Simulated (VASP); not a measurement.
**SnO2: single point with PBEsol**

The system is SnO2.

```
CELL_PARAMETERS angstrom
4.80035 0.00000 0.00000
0.00000 4.80035 0.00000
0.00000 0.00000 3.22843
ATOMIC_POSITIONS crystal
Sn 0.50000 0.50000 0.50000
Sn 0.00000 0.00000 0.00000
O 0.80710 0.19290 0.50000
O 0.69290 0.69290 0.00000
O 0.19290 0.80710 0.50000
O 0.30710 0.30710 0.00000
```

```
Program                : VASP 6.6.1
Task                   : single point
Functional             : PBEsol
Potentials or basis    : VASP PAW PBE potentials, release 64 (Sn_d, O)
Cutoff                 : 520 eV
k mesh                 : 6 × 6 × 8
Occupations            : fermi-dirac, width 0.05 eV
Spin                   : no spin polarisation
Dipole correction      : no
Further INCAR settings : ALGO = Normal; EDIFF = 1e-07; NBANDS = 35
```

* Pressure: -2.7 GPa
* Largest force: 0.073 eV/Å
* Band gap on the k mesh: 0.73 eV

Forces on the atoms (eV/Å):
```
Sn   0.000  0.000  0.000
Sn   0.000  0.000  0.000
O   -0.052  0.052  0.000
O    0.052  0.052  0.000
O    0.052 -0.052  0.000
O   -0.052 -0.052  0.000
```

Stress tensor (GPa, compression positive):
```
-2.57  0.00  0.00
 0.00 -2.57  0.00
 0.00  0.00 -2.83
```

Levels at points of the mesh, in eV from the valence-band top:
```tsv
k point	band 22	band 23	band 24	band 25	band 26	band 27	band 28	band 29	band 30	band 31
(0.00, 0.00, 0.00)	-1.27	-1.27	-0.76	-0.76	0.00	0.73	5.67	5.96	5.96	10.07
(0.50, 0.00, 0.00)	-1.94	-1.23	-1.23	-0.63	-0.63	3.95	3.95	6.70	6.70	10.41
(0.50, 0.50, 0.00)	-1.93	-1.35	-1.35	-0.87	-0.87	4.33	4.33	7.10	7.10	10.48
(0.00, 0.00, 0.50)	-2.61	-1.59	-1.59	-1.22	-1.22	5.68	5.68	9.31	9.31	10.24
(0.50, 0.00, 0.50)	-1.71	-1.06	-1.06	-0.75	-0.75	5.95	5.95	7.58	7.58	10.54
(0.50, 0.50, 0.50)	-2.48	-0.95	-0.95	-0.80	-0.80	4.41	4.41	8.49	8.49	10.54
```

Wall time 61 s on 1 thread of AMD EPYC 9R45 96-Core Processor (Zen 5), with other jobs on the host, peak memory 0.21 GiB.

Caveat: semilocal functionals underestimate gaps, and a narrow one can read as zero; the PAW data sets were made with another functional, which shifts forces and pressure a little; spin-orbit coupling is left out, which moves the levels of the heavy elements.
